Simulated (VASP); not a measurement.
MgZr2O2, 5 atoms in the cell. The structure is tetragonal, space group I4/mmm (No. 139). The conventional cell has a = 5.839 Å, b = 5.839 Å, c = 7.975 Å, α = 90.00°, β = 90.00°, γ = 90.00°. Mg (site symmetry 4/mmm) has 4 Zr at 2.92 Å and 8 O at 3.54 Å within 3.8 Å. Within 2.6 Å of Zr (site symmetry mmm) lie 2 O at 1.99 Å. O (site symmetry -4m2) has 2 Zr at 1.99 Å within 2.6 Å. The cell was built from a structure type or drawn by symmetry, and may not be a known phase.

```yaml
Program: VASP 6.6.1
Task: single point
Functional: PBE
Potentials_or_basis: VASP PAW PBE potentials, release 64 (Mg, Zr_sv, O)
Cutoff: 520 eV
k_mesh: 10 × 10 × 10
Occupations: gaussian, width 0.1 eV
Spin: no spin polarisation
Dipole_correction: no
Further_INCAR_settings: ALGO = Normal; EDIFF = 1e-06; NBANDS = 27
```

Potentials or basis: VASP PAW PBE potentials, release 64 (Mg, Zr_sv, O).

Run with:

```bash
$ cat potpaw_PBE.64/Mg/POTCAR potpaw_PBE.64/Zr_sv/POTCAR potpaw_PBE.64/O/POTCAR > POTCAR
$ mpirun -np 1 vasp_std > vasp.out
```

Hardware: 1 thread of AMD EPYC 7R43 64-Core Processor (Zen 3) (shared host).

Task: Estimate the wall time of this run.

Result: It took 16 min on 1 thread of AMD EPYC 7R43 64-Core Processor (Zen 3) (shared host), peak memory 0.52 GiB. Counts: scf iterations 14, k points 102.
